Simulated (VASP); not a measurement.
# MnAs: single point with PBEsol

The system is MnAs.

```
CELL_PARAMETERS angstrom
3.71000 0.00000 0.00000
-1.85500 3.21295 0.00000
0.00000 0.00000 5.69100
ATOMIC_POSITIONS crystal
As 0.66667 0.33333 0.75000
As 0.33333 0.66667 0.25000
Mn 0.00000 0.00000 0.50000
Mn 0.00000 0.00000 0.00000
```

```yaml
Program: VASP 6.6.1
Task: single point
Functional: PBEsol
Potentials_or_basis: VASP PAW PBE potentials, release 64 (As, Mn_pv)
Cutoff: 520 eV
k_mesh: 8 × 8 × 5
Occupations: fermi-dirac, width 0.05 eV
Spin: collinear spin, ferromagnetic start
Starting_moments: "[0.0, 0.0, -0.48, -1.27] μB"
```

- Pressure: -8.5 GPa
- Net moment: -6.22 μB per cell
- Site moments: As +0.12; Mn -3.16 μB
- Valence electrons inside the program's atomic spheres: As 2.78; Mn 11.58

Stress tensor (GPa, compression positive):
```
 -7.54   0.00   0.00
  0.00  -7.54   0.00
  0.00   0.00 -10.45
```

Levels at points of the mesh, in eV from the Fermi level:
Spin up:
| k point | band 11 | band 12 | band 13 | band 14 | band 15 | band 16 | band 17 | band 18 | band 19 | band 20 |
| --- | --- | --- | --- | --- | --- | --- | --- | --- | --- | --- |
| (0.00, 0.00, 0.00) | -2.81 | -1.14 | -0.17 | -0.17 | 0.00 | 0.00 | 0.57 | 0.57 | 1.23 | 1.23 |
| (0.50, 0.00, 0.00) | -3.27 | -3.12 | -2.69 | -2.01 | -1.33 | 0.66 | 0.71 | 0.76 | 0.80 | 1.33 |
Spin down:
| k point | band 18 | band 19 | band 20 | band 21 | band 22 | band 23 | band 24 | band 25 |
| --- | --- | --- | --- | --- | --- | --- | --- | --- |
| (0.00, 0.00, 0.00) | -1.81 | -0.44 | 0.57 | 0.57 | 1.50 | 2.87 | 2.87 | 3.76 |
| (0.50, 0.00, 0.00) | -2.09 | -2.06 | -1.85 | -1.59 | -0.54 | 1.07 | 3.16 | 4.69 |

Run time: 2.7 min on 1 thread of AMD EPYC 7R13 Processor (Zen 3) (shared host), peak memory 0.24 GiB.

Caveat: the cell stands under tension; the PAW data sets were made with another functional, which shifts forces and pressure a little; the run started ferromagnetic, and an antiferromagnetic order may lie lower in energy.
